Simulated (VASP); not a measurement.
A run of VASP 6.6.1 is set up as follows.

Contents of INCAR:

```
PREC     = Accurate       # precision mode
ENCUT    = 520            # plane-wave cutoff, eV
EDIFF    = 1E-6           # SCF threshold, eV
ISMEAR   = 0              # smearing method
SIGMA    = 0.1            # smearing width, eV
LREAL    = False          # projectors in reciprocal space
LASPH    = True           # aspherical terms in the spheres
NELM     = 150            # most SCF steps
ALGO     = Normal         # electronic algorithm
ISIF     = 2              # what is computed and relaxed
LWAVE    = False          # write WAVECAR
LCHARG   = True           # write CHGCAR
ISPIN    = 2              # spin polarisation
MAGMOM   = 0 1 0 0 0 0 0  # initial moments
LORBIT   = 11             # projections on sites
LMAXMIX  = 4              # l up to which the mixer works
GGA      = PE             # functional
LELF     = True           # ELF
LVHAR    = True         
NBANDS   = 42             # bands
```

The input KPOINTS:

```
Automatic mesh
0
Gamma
  4 4 4
```

The input POSCAR:

```
TlAgF5
1.0
    3.7680761259      0.0000000000      0.0000000000
    0.0000000000      3.7680761259      0.0000000000
    0.0000000000      0.0000000000      6.4086784543
Tl Ag F
1 1 5
Direct
    0.0000000000      0.0000000000      0.5000000000
    0.5000000000      0.5000000000      0.0000000000
    0.0000000000      0.0000000000      0.0000000000
    0.5000000000      0.0000000000      0.7031371516
    0.0000000000      0.5000000000      0.7031371516
    0.5000000000      0.0000000000      0.2968628484
    0.0000000000      0.5000000000      0.2968628484
```

Potentials or basis: VASP PAW PBE potentials, release 64 (Tl_d, Ag, F).

Command:

```bash
$ cat potpaw_PBE.64/Tl_d/POTCAR potpaw_PBE.64/Ag/POTCAR potpaw_PBE.64/F/POTCAR > POTCAR
$ mpirun -np 1 vasp_std > vasp.out
```

Question: Estimate the site moments.

Answer: Tl -0.00; Ag +0.42; F +0.37, +0.04 (each value once) μB.

Question: Estimate the net moment.

Answer: 1.00 μB per cell.

Question: What does it give for the band gap on the k mesh?

Answer: Zero (filled and empty bands overlap).

Question: What does it give for the pressure?

Answer: -0.1 GPa.

Forces in eV/Å, atoms in the order of the input:
```
Tl   0.000  0.000  0.000
Ag   0.000  0.000  0.000
F    0.000  0.000  0.000
F    0.000  0.000  0.038
F    0.000  0.000  0.038
F    0.000  0.000 -0.038
F    0.000  0.000 -0.038
```

Caveat: the k points lie up to 0.42 Å⁻¹ apart; spin-orbit coupling is left out, which moves the levels of the heavy elements.
